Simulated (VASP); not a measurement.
HfBr:

```xyz
2
Lattice="3.8468 0.0000 0.0000 0.0000 3.8468 0.0000 0.0000 0.0000 3.8468" Properties=species:S:1:pos:R:3 pbc="T T T"
Hf    0.0000    0.0000    0.0000
Br    1.9234    1.9234    1.9234
```

* Program: VASP 6.6.1
* Task: relaxation of cell and atoms
* Functional: PBE
* Potentials or basis: VASP PAW PBE potentials, release 64 (Hf_pv, Br)
* Cutoff: 600 eV
* k mesh: 4 × 4 × 4
* Occupations: gaussian, width 0.1 eV
* Spin: no spin polarisation

At the start: pressure -11.8 GPa; volume 28.46 Å³/atom.

Q: How do energy, volume and symmetry change on relaxing?

A: Over 3 steps the energy falls by 415.2 meV/atom and the volume is 19.80 Å³/atom (-30.4 %); space group Pm-3m (No. 221, to 0.05 Å).

Step by step:
```tsv
step	energy change (eV)	largest force (eV/Å)	pressure (GPa)	volume (Å³)
1	0.0000	0.0000	-11.77	56.92
2	-0.8145	0.0000	-2.62	41.37
3	-0.8304	0.0000	0.02	39.61
```

Final structure:
```
CELL_PARAMETERS angstrom
3.40871 0.00000 0.00000
0.00000 3.40871 0.00000
0.00000 0.00000 3.40871
ATOMIC_POSITIONS crystal
Hf 0.00000 0.00000 0.00000
Br 0.50000 0.50000 0.50000
```

Caveat: the k points lie up to 0.46 Å⁻¹ apart in the final cell; the volume moved by over 15 % at a fixed basis, so the end points are rough; an odd number of electrons without spin polarisation forces a metal; a magnetic or distorted state may lie lower.
